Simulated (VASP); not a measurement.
**CuCl: single point with HSE06**

Crystal: CuCl.

```xyz
2
Lattice="0.0000 2.7245 2.7245 2.7245 0.0000 2.7245 2.7245 2.7245 0.0000" Properties=species:S:1:pos:R:3 pbc="T T T"
Cu    0.0000    0.0000    0.0000
Cl    1.3622    1.3622    1.3622
```

| Quantity | Value |
| --- | --- |
| Program | VASP 6.6.1 |
| Task | single point |
| Functional | HSE06 |
| Potentials or basis | VASP PAW PBE potentials, release 64 (Cu, Cl) |
| Cutoff | 520 eV |
| k mesh | 6 × 6 × 6 |
| Occupations | fermi-dirac, width 0.02 eV |
| Spin | no spin polarisation |
| Dipole correction | no |
| Grid for exact exchange (PRECFOCK) | Normal |
| Further INCAR settings | ALGO = Normal; EDIFF = 1e-06; NBANDS = 16 |
| Share of exact exchange | 0.25 |
| Screening parameter | 0.2079 1/Å |

```yaml
Pressure: -0.4 GPa
Band_gap_on_the_k_mesh: 2.31 eV
```

Levels at points of the mesh, in eV from the valence-band top:
```csv
k point,band 5,band 6,band 7,band 8,band 9,band 10,band 11,band 12,band 13,band 14
"(0.00, 0.00, 0.00)",-1.75,-1.75,0.00,0.00,0.00,2.31,8.68,8.68,8.68,13.73
"(0.50, 0.00, 0.00)",-1.69,-1.69,-1.63,-0.63,-0.63,4.78,8.60,9.07,9.07,13.81
"(0.50, 0.50, 0.00)",-1.83,-1.58,-1.53,-1.32,-1.32,5.06,6.39,10.62,13.09,13.09
```

Wall time 30 min on 1 thread of Intel(R) Xeon(R) Platinum 8488C (Sapphire Rapids), with other jobs on the host, peak memory 0.28 GiB.

Caveat: the PAW data sets were made with another functional, which shifts forces and pressure a little.
